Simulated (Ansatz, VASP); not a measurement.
## Two plane-wave programs on Ir

File INCAR:

```
SYSTEM = Ir
ALGO     = Normal         ! electronic algorithm
EDIFF    = 1E-8           ! SCF threshold, eV
ENCUT    = 520            ! plane-wave cutoff, eV
GGA      = PS             ! functional
ISIF     = 2              ! what is computed and relaxed
ISMEAR   = -1             ! smearing method
LASPH    = .TRUE.         ! aspherical terms in the spheres
LCHARG   = .FALSE.        ! write CHGCAR
LEFG     = .TRUE.       
LREAL    = .FALSE.        ! projectors in reciprocal space
LWAVE    = .FALSE.        ! write WAVECAR
NBANDS   = 10             ! bands
NELM     = 80             ! most SCF steps
PREC     = Accurate       ! precision mode
SIGMA    = 0.05           ! smearing width, eV
```

The input KPOINTS:

```
k-points
0
G
  15 15 15
  0 0 0
```

The input POSCAR:

```
Ir
1.0
    0.0000000000      1.8621090000      1.9197000000
    1.8621090000      0.0000000000      1.9197000000
    1.8621090000      1.8621090000      0.0000000000
Ir
1
Direct
    0.0000000000      0.0000000000      0.0000000000
```

Input for Ansatz:

```yaml
crystal:
  lattice:
    - [0.0, 1.862109, 1.9197]
    - [1.862109, 0.0, 1.9197]
    - [1.862109, 1.862109, 0.0]
  atoms:
    - { symbol: Ir, position: [0.0, 0.0, 0.0] }
kpoints:
  mp_grid: { grid: [15, 15, 15] }
scf:
  occupations: { method: fermi_dirac, width: 0.05 }
hamiltonian:
  xc: pbesol
  pseudopotentials: { kind: paw }
output:
  forces: true
  stress: true
  eigenvalues: true
  efg: { contact_densities: true }
```

Change from the starting cell: equal xx and yy strain of -3 %, PAW files.

Alike in both runs: task electric field gradients; functional PBEsol; k mesh 15 × 15 × 15; occupations fermi-dirac, width 0.05 eV; no spin polarisation.

|  | VASP | Ansatz |
| --- | --- | --- |
| version | VASP 6.6.1 | Ansatz 0.2.0 |
| potentials or method | VASP PAW PBE potentials, release 64 (Ir) | PAW with Ansatz's default frozen-core files, scalar-relativistic |
| plane-wave cutoff (eV) | 520 | 420 |
| valence electrons in the cell | 9 | 17 |

|  | VASP | Ansatz | Ansatz less VASP |
| --- | --- | --- | --- |
| pressure (GPa) | 25.5 | 24.0 | -1.50 |
| traceless stress, the component that is largest in VASP (GPa) | -9.59 | -9.60 | -0.005 |
| size of Vzz on the site where it differs most (V/Å²) | 23.7 | 23.2 | -0.50 |

VASP's potentials were made for PBE, not for PBEsol. With one functional, cell and mesh, what is left measures potentials, basis and numerics. VASP's potentials hold 9 valence electrons a cell and Ansatz's 17, so a difference there can come from the potentials and not from the codes.

Spin-orbit coupling is off throughout.
